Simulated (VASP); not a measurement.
Write the native input for VASP 6.6.1 that does the following.

* Task: single point
* Functional: PBE
* Potentials or basis: VASP PAW PBE potentials, release 64 (P)
* Cutoff: 520 eV
* k mesh: 6 × 1 × 4
* Occupations: gaussian, width 0.1 eV
* Spin: no spin polarisation
* Dipole correction: no
* Further INCAR settings: ALGO = Normal; EDIFF = 1e-06; NBANDS = 18

The structure of P lies in POSCAR:

```
P
1.0
    3.2837277200      0.0000000000      0.0000000000
    0.0000000000     34.8570309900      0.0000000000
    0.0000000000      0.0000000000      4.6320847100
P
4
Direct
    0.0000000000      0.9702614300      0.5921507200
    0.0000000000      0.0297385700      0.4078492800
    0.5000000000      0.0297385700      0.0921507200
    0.5000000000      0.9702614300      0.9078492800
```

One way to write it, as run:

INCAR

```
SYSTEM = P
PREC = Accurate
ENCUT = 520
EDIFF = 1E-6
ISMEAR = 0
SIGMA = 0.1
LREAL = .False.
LASPH = .True.
NELM = 100
ALGO = Normal
ISIF = 2
LWAVE = .False.
LCHARG = .False.
GGA = PE
NBANDS = 18
```

KPOINTS

```
Automatic mesh
0
Gamma
  6 1 4
  0 0 0
```

Potentials or basis: VASP PAW PBE potentials, release 64 (P).

Run with:

```sh
$ cat potpaw_PBE.64/P/POTCAR > POTCAR
$ mpirun -np 1 vasp_std > vasp.out
```

It gave:

* Largest force: 0.315 eV/Å
* Band gap on the k mesh: 0.94 eV, direct

Wall time 98 s on 1 thread of Intel(R) Xeon(R) 6975P-C (Granite Rapids) (shared host), peak memory 0.51 GiB.
